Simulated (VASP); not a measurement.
# W (Im-3m) in VASP: further runs

The runs below take W through single point, with PBEsol+D3(BJ), RPBE, revPBE+D3(BJ).

Everything below comes from runs of VASP 6.6.1. Logs are shortened: lines on timing, memory, paths and dates and some standing lists are left out, and cuts for length are marked.

## Step 1: The cell of the first run

The structure is cubic, space group Im-3m (No. 229). The conventional cell has a = 3.122 Å, b = 3.122 Å, c = 3.122 Å, α = 90.00°, β = 90.00°, γ = 90.00°. Within 3.6 Å of W (site symmetry m-3m) lie 14 W at 2.70 to 3.12 Å.

## Step 2: Single point, PBEsol+D3(BJ)

Contents of INCAR:

```
SYSTEM = W
PREC = Accurate ; ENCUT = 520
EDIFF = 1E-6 ; ISMEAR = -1
SIGMA = 0.05 ; LREAL = .False.
LASPH = .True. ; NELM = 80
ALGO = Normal ; ISIF = 2
LWAVE = .False. ; LCHARG = .False.
GGA = PS ; IVDW = 12
NBANDS = 13
```

Contents of KPOINTS:

```
Automatic mesh
0
Gamma
  12 12 12
  0 0 0
```

Contents of POSCAR:

```
W
1.0
   -1.5609593379      1.5609593379      1.5609593379
    1.5609593379     -1.5609593379      1.5609593379
    1.5609593379      1.5609593379     -1.5609593379
W
1
Direct
    0.0000000000      0.0000000000      0.0000000000
```

Potentials or basis: VASP PAW PBE potentials, release 64 (W_sv).

Command:

```console
> cat potpaw_PBE.64/W_sv/POTCAR > POTCAR
> mpirun -np 1 vasp_std > vasp.out
```

OUTCAR:

```text
SYSTEM = W
   PREC = Accurate
   ENCUT = 520
   EDIFF = 1E-6
   ISMEAR = -1
   LREAL = .False.
   LASPH = .True.
   NELM = 80
   ISIF = 2
   GGA = PS
   IVDW = 12
 IVDW          = 12

 ion  position               nearest neighbor table
   1  0.000  0.000  0.000-

  LATTYP: Found a body centered cubic cell.
 ALAT       =     3.1219186758

  Lattice vectors:

 A1 = (  -1.5609593379,   1.5609593379,   1.5609593379)
 A2 = (   1.5609593379,  -1.5609593379,   1.5609593379)
 A3 = (   1.5609593379,   1.5609593379,  -1.5609593379)

Analysis of symmetry for initial positions (statically):
=====================================================================
 Subroutine PRICEL returns:
 Original cell was already a primitive cell.

 Routine SETGRP: Setting up the symmetry group for a
 body centered cubic supercell.

 Subroutine GETGRP returns: Found 48 space group operations
 (whereof 48 operations were pure point group operations)
 out of a pool of 48 trial point group operations.

The static configuration has the point symmetry O_h .

Analysis of symmetry for dynamics (positions and initial velocities):
=====================================================================
 Subroutine PRICEL returns:
 Original cell was already a primitive cell.

 Routine SETGRP: Setting up the symmetry group for a
 body centered cubic supercell.

 Subroutine GETGRP returns: Found 48 space group operations
 (whereof 48 operations were pure point group operations)
 out of a pool of 48 trial point group operations.

The dynamic configuration has the point symmetry O_h .

 Subroutine INISYM returns: Found 48 space group operations
 (whereof 48 operations are pure point group operations),
 and found     1 'primitive' translations

----------------------------------------------------------------------------------------

                                     Primitive cell

  volume of cell :      15.2137

  direct lattice vectors                    reciprocal lattice vectors
    -1.560959338  1.560959338  1.560959338     0.000000000  0.320315839  0.320315839
     1.560959338 -1.560959338  1.560959338     0.320315839  0.000000000  0.320315839
     1.560959338  1.560959338 -1.560959338     0.320315839  0.320315839  0.000000000

  length of vectors
     2.703660882  2.703660882  2.703660882     0.452995004  0.452995004  0.452995004

  position of ions in fractional coordinates (direct lattice)
     0.000000000  0.000000000  0.000000000

  ion indices of the primitive-cell ions
   primitive index   ion index
                 1           1

----------------------------------------------------------------------------------------

 KPOINTS: Automatic mesh

Automatic generation of k-mesh.
 Grid dimensions read from file:
 generate k-points for:   12   12   12

 Generating k-lattice:

  Cartesian coordinates                     Fractional coordinates (reciprocal lattice)
     0.000000000  0.026692987  0.026692987     0.083333333  0.000000000  0.000000000
     0.026692987  0.000000000  0.026692987     0.000000000  0.083333333  0.000000000
     0.026692987  0.026692987  0.000000000     0.000000000  0.000000000  0.083333333

  Length of vectors
     0.037749584  0.037749584  0.037749584

  Shift w.r.t. Gamma in fractional coordinates (k-lattice)
     0.000000000  0.000000000  0.000000000

 Subroutine IBZKPT returns following result:
 ===========================================

 Found     72 irreducible k-points:

 Following reciprocal coordinates:
            Coordinates               Weight
  0.000000  0.000000  0.000000      1.000000
  0.083333  0.000000  0.000000     12.000000
  0.166667  0.000000  0.000000     12.000000
  0.250000  0.000000  0.000000     12.000000
  0.333333  0.000000  0.000000     12.000000
  0.416667  0.000000  0.000000     12.000000
[... 16 lines left out ...]
  0.333333  0.083333  0.083333     24.000000
  0.416667  0.083333  0.083333     12.000000
 [... further k-points ...]
   k-points           NKPTS =     72   k-points in BZ     NKDIM =     72   number of bands    NBANDS=     13
   number of dos      NEDOS =    301   number of ions     NIONS =      1
   total plane-waves  NPLWV =   8000
   dimension x,y,z NGX =    20 NGY =   20 NGZ =   20
   dimension x,y,z NGXF=    40 NGYF=   40 NGZF=   40
   ions per type =               1
   NGX,Y,Z   is equivalent  to a cutoff of  12.30, 12.30, 12.30 a.u.
   NGXF,Y,Z  is equivalent  to a cutoff of  24.60, 24.60, 24.60 a.u.
 SYSTEM =  W
   PREC   = accura    normal or accurate (medium, high low for compatibility)
   ISTART =      0    job   : 0-new  1-cont  2-samecut
   ICHARG =      2    charge: 1-file 2-atom 10-const
   ISPIN  =      1    spin polarized calculation?
   LNONCOLLINEAR =      F non collinear calculations
   LSORBIT =      F    spin-orbit coupling
   LASPH  =      T    aspherical Exc in radial PAW
   ENCUT  =  520.0 eV  38.22 Ry    6.18 a.u.   5.03  5.03  5.03*2*pi/ulx,y,z
   NELM   =     80;   NELMIN=  2; NELMDL= -5     # of ELM steps
   EDIFF  = 0.1E-05   stopping-criterion for ELM
   LREAL  =      F    real-space projection
   EDIFFG = 0.1E-04   stopping-criterion for IOM
   NSW    =      0    number of steps for IOM
   IBRION =     -1    ionic relax: 0-MD 1-quasi-New 2-CG
   NFREE  =      0    steps in history (QN), initial steepest desc. (CG)
   ISIF   =      2    stress and relaxation
   ISYM   =      2    0-nonsym 1-usesym 2-fastsym
   POTIM  = 0.5000    time-step for ionic-motion
   TEBEG  =    0.0;   TEEND  =   0.0 temperature during run
   PSTRESS=    0.0 pullay stress
   NELECT =      14.0000    total number of electrons
   NUPDOWN=      -1.0000    fix difference up-down
   EMIN   =  10.00;   EMAX   =-10.00  energy-range for DOS
   EFERMI =   0.00;   METHOD = LEGACY
   ISMEAR =    -1;   SIGMA  =   0.05  broadening in eV -4-tet -1-fermi 0-gaus
   EFERMI_NEDOS =   21; number of points for ismear=-14 and -15
   IALGO  =     38    algorithm
   IMIX   =      4    mixing-type and parameters
     AMIX     =   0.40;   BMIX     =  1.00
     AMIX_MAG =   1.60;   BMIX_MAG =  1.00
  volume/ion in A,a.u.               =      15.21       102.67
  Fermi-wavevector in a.u.,A,eV,Ry     =   1.592353  3.009110 34.498755  2.535587
  Thomas-Fermi vector in A             =   2.690751
   LORBIT       =      0    0 simple, 1 ext, 2 COOP (PROOUT), +10 PAW based schemes
   GGA     = PS    functional components
   LHFCALC =     F    Hartree Fock is set to
   AEXX    =    0.0000 exact exchange contribution
   IVDW    =    12    specifies the selected vdW correction
   LEPSILON=     F    determine dielectric tensor
   LRPA    =     F    only Hartree local field effects (RPA)
 non-spin polarized calculation
  energy-cutoff  :      520.00
  volume of cell :       15.21
 maximum number of plane-waves:       420
   NGX =  9   NGY =  9   NGZ =  9

 number of electron      14.0000003 magnetization

 Free energy of the ion-electron system (eV)
  ---------------------------------------------------
  ext. energy  EPLUGINS =         0.00000000
  ---------------------------------------------------
  free energy    TOTEN  =       -13.78877357 eV

  energy without entropy =      -13.78351463  energy(sigma->0) =      -13.78614410

 E-fermi :  11.8335     XC(G=0): -13.9942

 val. band max:       11.7977314837   @ k =  -0.1667   0.1667   0.0833
 cond. band min:      11.8396086353   @ k =  -0.1667   0.1667   0.1667
 fundamental gap:      0.0418771516
 Fermi energy:        11.8334733209

 k-point     1 :       0.0000    0.0000    0.0000
  band No.  band energies     occupation
      1     -62.2090      2.00000
      2     -25.7016      2.00000
      3     -25.7016      2.00000
      4     -25.7016      2.00000
      5       1.9981      2.00000
      6      10.5757      2.00000
      7      10.5757      2.00000
      8      10.5757      2.00000
      9      14.2138      0.00000
     10      14.2138      0.00000
     11      26.5094      0.00000
     12      26.5094      0.00000
     13      26.5094      0.00000

 k-point     2 :       0.0833    0.0000    0.0000
  band No.  band energies     occupation
      1     -62.1983      2.00000
      2     -25.8097      2.00000
      3     -25.7349      2.00000
      4     -25.7023      2.00000
      5       2.3497      2.00000
      6      10.3611      2.00000
      7      10.5193      2.00000
      8      10.9186      2.00000
      9      13.8876      0.00000
     10      14.2162      0.00000
     11      26.8078      0.00000
     12      27.1053      0.00000
     13      27.3774      0.00000

 k-point     3 :       0.1667    0.0000    0.0000
  band No.  band energies     occupation
      1     -62.1689      2.00000
      2     -26.0975      2.00000
      3     -25.8249      2.00000
      4     -25.7041      2.00000
      5       3.3038      2.00000
      6       9.8241      2.00000
      7      10.2477      2.00000
      8      11.9219      0.29169
      9      13.4713      0.00000
     10      14.2604      0.00000
     11      27.3365      0.00000
     12      28.7787      0.00000
     13      29.1095      0.00000
[... 305 lines left out ...]
 k-point    23 :       0.3333    0.0833    0.0833
  band No.  band energies     occupation
      1     -62.0541      2.00000
      2     -27.0229      2.00000
      3     -26.2023      2.00000
      4     -25.8092      2.00000
      5       6.0744      2.00000
      6       8.1736      2.00000
      7      10.8557      2.00000
      8      14.3770      0.00000
      9      15.0875      0.00000
     10      18.8826      0.00000
     11      23.5404      0.00000
     12      24.7705      0.00000
     13      29.0935      0.00000

 k-point    24 :       0.4167    0.0833    0.0833
  band No.  band energies     occupation
      1     -62.0444      2.00000
      2     -27.0857      2.00000
      3     -26.2496      2.00000
      4     -25.8121      2.00000
      5       6.0208      2.00000
      6       8.0711      2.00000
      7      11.7151      1.82849
      8      14.4013      0.00000
      9      15.2141      0.00000
     10      19.7484      0.00000
     11      22.3742      0.00000
     12      24.2727      0.00000
     13      28.5827      0.00000

 [... further k-points ...]

------------------------ aborting loop because EDIFF is reached ----------------------------------------

 Edisp (eV)   -0.77492

 E8    (eV) :    -0.5681

  FORCE on cell =-STRESS in cart. coord.  units (eV):
  Direction    XX          YY          ZZ          XY          YZ          ZX
  --------------------------------------------------------------------------------------
  -------------------------------------------------------------------------------------
  Total       0.29873     0.29873     0.29873     0.00000    -0.00000     0.00000
  in kB      31.45939    31.45939    31.45939     0.00000    -0.00000     0.00000
  external pressure =       31.46 kB  Pullay stress =        0.00 kB

 VOLUME and BASIS-vectors are now :
 -----------------------------------------------------------------------------
  energy-cutoff  :      520.00
  volume of cell :       15.21
      direct lattice vectors                 reciprocal lattice vectors
    -1.560959338  1.560959338  1.560959338     0.000000000  0.320315839  0.320315839
     1.560959338 -1.560959338  1.560959338     0.320315839  0.000000000  0.320315839
     1.560959338  1.560959338 -1.560959338     0.320315839  0.320315839  0.000000000

 POSITION                                       TOTAL-FORCE (eV/Angst)
 -----------------------------------------------------------------------------------
      0.00000      0.00000      0.00000        -0.000000     -0.000000     -0.000000
 -----------------------------------------------------------------------------------
    total drift:                                0.000000      0.000000      0.000000

  FREE ENERGIE OF THE ION-ELECTRON SYSTEM (eV)
  ---------------------------------------------------
  free  energy   TOTEN  =       -14.5636960352 eV

  energy  without entropy=      -14.5584370896  energy(sigma->0) =      -14.56106656
```

Run time: 6.1 s. Hardware: 1 thread of Intel Xeon Platinum 8559C (Emerald Rapids), shared host; peak memory 0.14 GiB.

What came out:

```
Free energy                : -14.5637 eV
Pressure                   : 3.1 GPa
Band gap on the k mesh     : zero (band 7 reaches 17.37 eV, above the bottom of band 8 at 10.58 eV)
Dispersion energy per atom : -0.775 eV
```

Levels at points of the mesh, in eV from the Fermi level:
| k point | band 4 | band 5 | band 6 | band 7 | band 8 | band 9 | band 10 | band 11 |
| --- | --- | --- | --- | --- | --- | --- | --- | --- |
| (0.00, 0.00, 0.00) | -37.54 | -9.84 | -1.26 | -1.26 | -1.26 | 2.38 | 2.38 | 14.68 |
| (0.50, 0.00, 0.00) | -37.55 | -6.52 | -3.73 | 0.89 | 2.31 | 3.34 | 6.60 | 11.65 |
| (0.50, 0.50, 0.50) | -38.57 | -6.15 | -6.15 | 5.53 | 5.53 | 5.53 | 8.64 | 8.64 |

Caveat: the PAW data sets were made with another functional, which shifts forces and pressure a little; spin-orbit coupling is left out, which moves the levels of the heavy elements; pairwise dispersion overbinds metals, which lowers pressure and volume.

(Part 1 of 2 ends here.)
